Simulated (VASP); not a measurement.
# MgH2 (Fm-3m) in VASP: a series of runs

MgH2 is run at these levels: PBE, PBEsol; tasks: single point.

Program: VASP 6.6.1. These are calculated values, not measurements. Logs are shortened: lines on timing, memory, paths and dates and some standing lists are left out, and cuts for length are marked.

**1. The cell of the first run**

It takes space group Fm-3m (No. 225, cubic). Conventional cell: a = 4.762 Å, b = 4.762 Å, c = 4.762 Å, α = 90.00°, β = 90.00°, γ = 90.00°. Within 2.7 Å of Mg (site symmetry m-3m) lie 8 H at 2.06 Å. Within 2.7 Å of H (site symmetry -43m) lie 4 Mg at 2.06 Å and 6 H at 2.38 Å.

**2. Single point, PBE**

The input, INCAR:

```
ALGO = Normal
EDIFF = 1E-7
ENCUT = 520
GGA = PE
ISIF = 2
ISMEAR = -1
LASPH = T
LCHARG = F
LREAL = F
LWAVE = F
NBANDS = 9
NELM = 100
PREC = Accurate
SIGMA = 0.05
```

The input, KPOINTS:

```
k-points
0
Gamma
  10 10 10
```

The input, POSCAR:

```
MgH2
1.0
    0.0000000000      2.3810671667      2.3810671667
    2.3810671667      0.0000000000      2.3810671667
    2.3810671667      2.3810671667      0.0000000000
Mg H
1 2
Direct
    0.0000000000      0.0000000000      0.0000000000
    0.2500000000      0.2500000000      0.2500000000
    0.7500000000      0.7500000000      0.7500000000
```

Potentials or basis: VASP PAW PBE potentials, release 64 (Mg, H).

On the command line:

```console
$ cat potpaw_PBE.64/Mg/POTCAR potpaw_PBE.64/H/POTCAR > POTCAR
$ mpirun -np 1 vasp_std > vasp.out
```

OUTCAR:

```text
EDIFF = 1E-7
   ENCUT = 520
   GGA = PE
   ISIF = 2
   ISMEAR = -1
   LASPH = T
   LREAL = F
   NELM = 100
   PREC = Accurate

 ion  position               nearest neighbor table
   1  0.000  0.000  0.000-   2 2.06   3 2.06   3 2.06   3 2.06   3 2.06   2 2.06   2 2.06   2 2.06

   2  0.250  0.250  0.250-   1 2.06   1 2.06   1 2.06   1 2.06
   3  0.750  0.750  0.750-   1 2.06   1 2.06   1 2.06   1 2.06

  LATTYP: Found a face centered cubic cell.
 ALAT       =     4.7621343334

  Lattice vectors:

 A1 = (   0.0000000000,   2.3810671667,   2.3810671667)
 A2 = (   2.3810671667,   0.0000000000,   2.3810671667)
 A3 = (   2.3810671667,   2.3810671667,   0.0000000000)

Analysis of symmetry for initial positions (statically):
=====================================================================
 Subroutine PRICEL returns:
 Original cell was already a primitive cell.

 Routine SETGRP: Setting up the symmetry group for a
 face centered cubic supercell.

 Subroutine GETGRP returns: Found 48 space group operations
 (whereof 48 operations were pure point group operations)
 out of a pool of 48 trial point group operations.

The static configuration has the point symmetry O_h .

Analysis of symmetry for dynamics (positions and initial velocities):
=====================================================================
 Subroutine PRICEL returns:
 Original cell was already a primitive cell.

 Routine SETGRP: Setting up the symmetry group for a
 face centered cubic supercell.

 Subroutine GETGRP returns: Found 48 space group operations
 (whereof 48 operations were pure point group operations)
 out of a pool of 48 trial point group operations.

The dynamic configuration has the point symmetry O_h .

 Subroutine INISYM returns: Found 48 space group operations
 (whereof 48 operations are pure point group operations),
 and found     1 'primitive' translations

----------------------------------------------------------------------------------------

                                     Primitive cell

  volume of cell :      26.9988

  direct lattice vectors                    reciprocal lattice vectors
     0.000000000  2.381067167  2.381067167    -0.209989876  0.209989876  0.209989876
     2.381067167  0.000000000  2.381067167     0.209989876 -0.209989876  0.209989876
     2.381067167  2.381067167  0.000000000     0.209989876  0.209989876 -0.209989876

  length of vectors
     3.367337480  3.367337480  3.367337480     0.363713135  0.363713135  0.363713135

  position of ions in fractional coordinates (direct lattice)
     0.000000000  0.000000000  0.000000000
     0.250000000  0.250000000  0.250000000
     0.750000000  0.750000000  0.750000000

  ion indices of the primitive-cell ions
   primitive index   ion index
                 1           1
                 2           2
                 3           3

----------------------------------------------------------------------------------------

 KPOINTS: k-points

Automatic generation of k-mesh.
 Grid dimensions read from file:
 generate k-points for:   10   10   10

 Generating k-lattice:

  Cartesian coordinates                     Fractional coordinates (reciprocal lattice)
    -0.020998988  0.020998988  0.020998988     0.100000000  0.000000000  0.000000000
     0.020998988 -0.020998988  0.020998988     0.000000000  0.100000000  0.000000000
     0.020998988  0.020998988 -0.020998988     0.000000000  0.000000000  0.100000000

  Length of vectors
     0.036371313  0.036371313  0.036371313

  Shift w.r.t. Gamma in fractional coordinates (k-lattice)
     0.000000000  0.000000000  0.000000000

 Subroutine IBZKPT returns following result:
 ===========================================

 Found     47 irreducible k-points:

 Following reciprocal coordinates:
            Coordinates               Weight
  0.000000  0.000000  0.000000      1.000000
  0.100000  0.000000  0.000000      8.000000
  0.200000  0.000000  0.000000      8.000000
  0.300000  0.000000  0.000000      8.000000
  0.400000  0.000000  0.000000      8.000000
  0.500000  0.000000  0.000000      4.000000
[... 16 lines left out ...]
  0.300000  0.300000  0.000000      6.000000
  0.400000  0.300000  0.000000     24.000000
 [... further k-points ...]
   k-points           NKPTS =     47   k-points in BZ     NKDIM =     47   number of bands    NBANDS=      9
   number of dos      NEDOS =    301   number of ions     NIONS =      3
   total plane-waves  NPLWV =  21952
   dimension x,y,z NGX =    28 NGY =   28 NGZ =   28
   dimension x,y,z NGXF=    56 NGYF=   56 NGZF=   56
   ions per type =               1   2
   NGX,Y,Z   is equivalent  to a cutoff of  13.82, 13.82, 13.82 a.u.
   NGXF,Y,Z  is equivalent  to a cutoff of  27.65, 27.65, 27.65 a.u.
 SYSTEM =  unknown system
   PREC   = accura    normal or accurate (medium, high low for compatibility)
   ISTART =      0    job   : 0-new  1-cont  2-samecut
   ICHARG =      2    charge: 1-file 2-atom 10-const
   ISPIN  =      1    spin polarized calculation?
   LNONCOLLINEAR =      F non collinear calculations
   LSORBIT =      F    spin-orbit coupling
   LASPH  =      T    aspherical Exc in radial PAW
   ENCUT  =  520.0 eV  38.22 Ry    6.18 a.u.   6.26  6.26  6.26*2*pi/ulx,y,z
   NELM   =    100;   NELMIN=  2; NELMDL= -5     # of ELM steps
   EDIFF  = 0.1E-06   stopping-criterion for ELM
   LREAL  =      F    real-space projection
   EDIFFG = 0.1E-05   stopping-criterion for IOM
   NSW    =      0    number of steps for IOM
   IBRION =     -1    ionic relax: 0-MD 1-quasi-New 2-CG
   NFREE  =      0    steps in history (QN), initial steepest desc. (CG)
   ISIF   =      2    stress and relaxation
   ISYM   =      2    0-nonsym 1-usesym 2-fastsym
   POTIM  = 0.5000    time-step for ionic-motion
   TEBEG  =    0.0;   TEEND  =   0.0 temperature during run
   PSTRESS=    0.0 pullay stress
   NELECT =       4.0000    total number of electrons
   NUPDOWN=      -1.0000    fix difference up-down
   EMIN   =  10.00;   EMAX   =-10.00  energy-range for DOS
   EFERMI =   0.00;   METHOD = LEGACY
   ISMEAR =    -1;   SIGMA  =   0.05  broadening in eV -4-tet -1-fermi 0-gaus
   EFERMI_NEDOS =   21; number of points for ismear=-14 and -15
   IALGO  =     38    algorithm
   IMIX   =      4    mixing-type and parameters
     AMIX     =   0.40;   BMIX     =  1.00
     AMIX_MAG =   1.60;   BMIX_MAG =  1.00
  volume/ion in A,a.u.               =       9.00        60.73
  Fermi-wavevector in a.u.,A,eV,Ry     =   0.866257  1.636987 10.209817  0.750400
  Thomas-Fermi vector in A             =   1.984619
   LORBIT       =      0    0 simple, 1 ext, 2 COOP (PROOUT), +10 PAW based schemes
   GGA     = PE    functional components
   LHFCALC =     F    Hartree Fock is set to
   AEXX    =    0.0000 exact exchange contribution
   IVDW    =     0    specifies the selected vdW correction
   LEPSILON=     F    determine dielectric tensor
   LRPA    =     F    only Hartree local field effects (RPA)
 non-spin polarized calculation
  energy-cutoff  :      520.00
  volume of cell :       27.00
 maximum number of plane-waves:       745
 NGX is ok and might be reduce to    28
   NGX = 13   NGY = 13   NGZ = 13

 number of electron       4.0000000 magnetization

 Free energy of the ion-electron system (eV)
  ---------------------------------------------------
  ext. energy  EPLUGINS =         0.00000000
  ---------------------------------------------------
  free energy    TOTEN  =        -8.49807448 eV

  energy without entropy =       -8.49625495  energy(sigma->0) =       -8.49716471

 E-fermi :   2.9618     XC(G=0):  -8.9370

 val. band max:        2.8627734291   @ k =  -0.1000   0.1000   0.0000
 cond. band min:       3.0767660125   @ k =   0.5000   0.4000   0.0000
 fundamental gap:      0.2139925835
 Fermi energy:         2.9617833349

 k-point     1 :       0.0000    0.0000    0.0000
  band No.  band energies     occupation
      1      -6.9923      2.00000
      2       3.8743      0.00000
      3      12.2810      0.00000
      4      12.2810      0.00000
      5      12.2810      0.00000
      6      14.8449      0.00000
      7      14.8449      0.00000
      8      14.8449      0.00000
      9      15.5999      0.00000

 k-point     2 :       0.1000    0.0000    0.0000
  band No.  band energies     occupation
      1      -6.8098      2.00000
      2       3.4603      0.00009
      3      11.4034      0.00000
      4      12.0188      0.00000
      5      12.0188      0.00000
      6      14.7908      0.00000
      7      15.4127      0.00000
      8      15.4127      0.00000
      9      15.9381      0.00000

 k-point     3 :       0.2000    0.0000    0.0000
  band No.  band energies     occupation
      1      -6.2669      2.00000
      2       2.3192      1.99999
      3      10.2934      0.00000
      4      11.6341      0.00000
      5      11.6341      0.00000
      6      13.3353      0.00000
      7      15.3561      0.00000
      8      15.3561      0.00000
      9      17.0661      0.00000

 k-point     4 :       0.3000    0.0000    0.0000
  band No.  band energies     occupation
      1      -5.3793      2.00000
      2       0.7227      2.00000
      3       9.6714      0.00000
      4      11.4578      0.00000
      5      11.4578      0.00000
      6      11.9310      0.00000
      7      13.9440      0.00000
      8      13.9440      0.00000
      9      18.8990      0.00000

 k-point     5 :       0.4000    0.0000    0.0000
  band No.  band energies     occupation
      1      -4.1746      2.00000
      2      -1.0214      2.00000
      3       9.5597      0.00000
      4      10.8056      0.00000
      5      11.5793      0.00000
      6      11.5793      0.00000
      7      12.8186      0.00000
      8      12.8186      0.00000
      9      21.0847      0.00000

 k-point     6 :       0.5000    0.0000    0.0000
  band No.  band energies     occupation
      1      -2.7466      2.00000
      2      -2.6468      2.00000
      3       9.7525      0.00000
      4      10.1992      0.00000
      5      11.9827      0.00000
      6      11.9827      0.00000
      7      12.0773      0.00000
      8      12.0774      0.00000
      9      22.6536      0.00000
[... 169 lines left out ...]
 k-point    21 :      -0.3000    0.2000    0.0000
  band No.  band energies     occupation
      1      -4.0282      2.00000
      2      -0.4193      2.00000
      3       6.0486      0.00000
      4       9.2003      0.00000
      5      10.6576      0.00000
      6      12.9980      0.00000
      7      15.0237      0.00000
      8      18.1301      0.00000
      9      18.9155      0.00000

 k-point    22 :      -0.2000    0.2000    0.0000
  band No.  band energies     occupation
      1      -5.0954      2.00000
      2       0.7876      2.00000
      3       7.0516      0.00000
      4      10.4304      0.00000
      5      11.8959      0.00000
      6      12.3134      0.00000
      7      14.3457      0.00000
      8      16.6027      0.00000
      9      18.1404      0.00000

 k-point    23 :       0.3000    0.3000    0.0000
  band No.  band energies     occupation
      1      -4.9007      2.00000
      2       1.4389      2.00000
      3       6.6514      0.00000
      4       8.5626      0.00000
      5       8.5626      0.00000
      6      11.8582      0.00000
      7      18.5569      0.00000
      8      19.1220      0.00000
      9      21.0332      0.00000

 k-point    24 :       0.4000    0.3000    0.0000
  band No.  band energies     occupation
      1      -4.1121      2.00000
      2       0.7750      2.00000
      3       5.2623      0.00000
      4       7.9008      0.00000
      5       8.2880      0.00000
      6      12.3509      0.00000
      7      17.9682      0.00000
      8      19.9304      0.00000
      9      20.4216      0.00000

 [... further k-points ...]

------------------------ aborting loop because EDIFF is reached ----------------------------------------

  FORCE on cell =-STRESS in cart. coord.  units (eV):
  Direction    XX          YY          ZZ          XY          YZ          ZX
  --------------------------------------------------------------------------------------
  -------------------------------------------------------------------------------------
  Total       -0.0864480     -0.0864480     -0.0864480     -0.0000000     -0.0000000      0.0000000
  in kB       -5.1300374     -5.1300374     -5.1300374     -0.0000000     -0.0000000      0.0000000
  external PRESSURE =      -5.1300374 kB  Pullay stress =       0.0000000 kB

 VOLUME and BASIS-vectors are now :
 -----------------------------------------------------------------------------
  energy-cutoff  :      520.00
  volume of cell :       27.00
      direct lattice vectors                 reciprocal lattice vectors
     0.000000000  2.381067167  2.381067167    -0.209989876  0.209989876  0.209989876
     2.381067167  0.000000000  2.381067167     0.209989876 -0.209989876  0.209989876
     2.381067167  2.381067167  0.000000000     0.209989876  0.209989876 -0.209989876

 POSITION                                       TOTAL-FORCE (eV/Angst)
 -----------------------------------------------------------------------------------
      0.00000      0.00000      0.00000         0.000000     -0.000000      0.000000
      1.19053      1.19053      1.19053        -0.000000      0.000000      0.000000
      3.57160      3.57160      3.57160        -0.000000      0.000000     -0.000000
 -----------------------------------------------------------------------------------
    total drift:                                0.000000      0.000000      0.000000

  FREE ENERGIE OF THE ION-ELECTRON SYSTEM (eV)
  ---------------------------------------------------
  free  energy   TOTEN  =        -8.4980744813 eV

  energy  without entropy=       -8.4962549456  energy(sigma->0) =       -8.49716471
```

Run time: 11 s. Hardware: 1 thread of Intel Xeon Platinum 8259CL at 2.50GHz (Skylake/Cascade Lake), shared host; peak memory 0.16 GiB.

Results:

```yaml
Free_energy: -8.4981 eV
Pressure: -0.5 GPa
Band_gap_on_the_k_mesh: zero (band 2 reaches 3.87 eV, above the bottom of band 3 at 2.60 eV)
```

Levels at points of the mesh, in eV from the Fermi level:
```tsv
k point	band 1	band 2	band 3	band 4	band 5	band 6	band 7
(0.00, 0.00, 0.00)	-9.95	0.91	9.32	9.32	9.32	11.88	11.88
(0.50, 0.00, 0.00)	-5.71	-5.61	6.79	7.24	9.02	9.02	9.12
(0.50, 0.50, 0.00)	-5.71	-2.35	-0.37	4.70	4.70	7.93	16.75
```

**3. Single point, PBEsol**

This run uses another cell than the first one, of 6.54 Å³/atom, 0.727 times its volume.

The input, INCAR:

```
SYSTEM = MgH2
ALGO     = Normal         ! electronic algorithm
EDIFF    = 1E-7           ! SCF threshold, eV
ENCUT    = 520            ! plane-wave cutoff, eV
GGA      = PS             ! functional
ISIF     = 2              ! what is computed and relaxed
ISMEAR   = -1             ! smearing method
LASPH    = .TRUE.         ! aspherical terms in the spheres
LCHARG   = .FALSE.        ! write CHGCAR
LREAL    = .FALSE.        ! projectors in reciprocal space
LWAVE    = .FALSE.        ! write WAVECAR
NBANDS   = 9              ! bands
NELM     = 100            ! most SCF steps
PREC     = Accurate       ! precision mode
SIGMA    = 0.05           ! smearing width, eV
```

The input, KPOINTS:

```
k-points
0
G
  10 10 10
  0 0 0
```

The input, POSCAR:

```
MgH2
1.0
    0.0000000000      2.1411731890      2.1411731890
    2.1411731890      0.0000000000      2.1411731890
    2.1411731890      2.1411731890      0.0000000000
Mg H
1 2
Direct
    0.0000000000      0.0000000000      0.0000000000
    0.2500000000      0.2500000000      0.2500000000
    0.7500000000      0.7500000000      0.7500000000
```

Potentials or basis: VASP PAW PBE potentials, release 64 (Mg, H).

On the command line:

```console
$ cat potpaw_PBE.64/Mg/POTCAR potpaw_PBE.64/H/POTCAR > POTCAR
$ mpirun -np 1 vasp_std > vasp.out
```

Run time: 6.2 s. Hardware: 1 thread of Intel Xeon 6975P-C, shared host; peak memory 0.14 GiB.

The run converged. Its results:

* Free energy: -8.0948 eV
* Pressure: 29.9 GPa
* Band gap on the k mesh: zero (band 2 reaches 6.77 eV, above the bottom of band 3 at 4.16 eV)

Levels at points of the mesh, in eV from the Fermi level:
| k point | band 1 | band 2 | band 3 | band 4 | band 5 |
| --- | --- | --- | --- | --- | --- |
| (0.00, 0.00, 0.00) | -12.11 | 1.93 | 10.67 | 10.67 | 10.67 |
| (0.50, 0.00, 0.00) | -6.78 | -6.72 | 8.02 | 10.16 | 10.16 |
| (0.50, 0.50, 0.00) | -6.71 | -2.62 | -0.68 | 5.77 | 5.77 |

Caveat: the PAW data sets were made with another functional, which shifts forces and pressure a little.

[end of part 1 of 2]
